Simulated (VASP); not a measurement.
Crystal: O.

```
O
1.0
     0.00000    2.17086    2.17086
     2.17086    0.00000    2.17086
     2.17086    2.17086    0.00000
O
2
Cartesian
  1.0854 1.0854 1.0854
  0.0000 0.0000 0.0000
```

```yaml
Program: VASP 6.6.1
Task: relaxation of cell and atoms
Functional: BLYP
Dispersion: D3(BJ)
Potentials_or_basis: VASP PAW PBE potentials, release 64 (O)
Cutoff: 600 eV
k_mesh: 8 × 8 × 8
Occupations: fermi-dirac, width 0.1 eV
Spin: no spin polarisation
```

At the start: pressure 9.3 GPa; volume 10.23 Å³/atom.

Problem. How do energy, volume and symmetry change on relaxing?

Solution. Over 3 steps the energy falls by 21.0 meV/atom and the volume is 10.98 Å³/atom (+7.3 %); space group Fd-3m (No. 227, to 0.05 Å).

Step by step:
| step | energy change (eV) | largest force (eV/Å) | pressure (GPa) | volume (Å³) |
| --- | --- | --- | --- | --- |
| 1 | 0.0000 | 0.0000 | 9.30 | 20.46 |
| 2 | -0.0404 | 0.0000 | -1.68 | 22.27 |
| 3 | -0.0420 | 0.0000 | 0.00 | 21.96 |

Final structure:
```
O
1.0
     0.00000    2.22257    2.22257
     2.22257    0.00000    2.22257
     2.22257    2.22257    0.00000
O
2
Direct
  0.25000 0.25000 0.25000
  0.00000 0.00000 0.00000
```

Caveat: the PAW data sets were made with another functional, which shifts forces and pressure a little; pairwise dispersion overbinds metals, which lowers pressure and volume.
